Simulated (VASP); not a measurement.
A run of VASP 6.6.1:

Contents of INCAR:

```
PREC = Accurate
ENCUT = 520
EDIFF = 1E-6
ISMEAR = 0
SIGMA = 0.05
LREAL = F
LASPH = T
NELM = 80
ALGO = Normal
ISIF = 2
LWAVE = F
LCHARG = T
GGA = PE
LELF = T
LVHAR = T
NBANDS = 26
```

Contents of KPOINTS:

```
Automatic mesh
0
Gamma
  6 6 6
```

POSCAR

```
AlN
1.0
    3.9410569499      0.0565654246     -0.0139212724
   -0.0565654246     -4.5980132378      0.0258720905
    0.0139212724      0.0258720905     -4.3414736592
Al N
4 4
Direct
    0.0367988904     -0.0081370802     -0.0568732579
    0.4838996255      0.4739607383      0.0360272240
    0.4934331002      0.0459714644      0.4800005681
   -0.0242890696      0.4877574900      0.5032092293
    0.7627493772      0.7487513380      0.7889491000
    0.2376967455      0.2014255430      0.7375781331
    0.2302806785      0.7911191928      0.2524409745
    0.7794306522      0.2591513138      0.2586680289
```

Potentials or basis: VASP PAW PBE potentials, release 64 (Al, N).

Launch:

```bash
$ cat potpaw_PBE.64/Al/POTCAR potpaw_PBE.64/N/POTCAR > POTCAR
$ mpirun -np 1 vasp_std > vasp.out
```

Hardware: 1 thread of AMD EPYC 7R13, with other jobs on the host.

Question: How long does it take, and how much memory?

Answer: Wall time 5.2 min on 1 thread of AMD EPYC 7R13 (shared host), peak memory 0.26 GiB. Counts: scf iterations 14, k points 112.
